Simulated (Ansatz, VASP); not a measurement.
**Sn in VASP and in Ansatz**

```
CELL_PARAMETERS angstrom
3.14795 0.00000 0.00000
0.00000 3.14795 0.00000
0.00000 0.00000 3.14795
ATOMIC_POSITIONS crystal
Sn 0.00000 0.00000 0.00000
```

Change from the starting cell: volume scaled by 1.06.

Alike in both runs: task single point; functional PBE; k mesh 14 × 14 × 14; occupations fermi-dirac, width 0.03 eV; no spin polarisation.

|  | VASP | Ansatz |
| --- | --- | --- |
| version | VASP 6.6.1 | Ansatz 0.2.0 |
| potentials or method | VASP PAW PBE potentials, release 64 (Sn_d), cutoff 520 eV | all-electron LAPW, scalar-relativistic |

|  | VASP | Ansatz | Ansatz less VASP |
| --- | --- | --- | --- |
| pressure (GPa) | -2.4 | -2.3 | +0.04 |

Ansatz ran all-electron here, and VASP with PAW potentials.
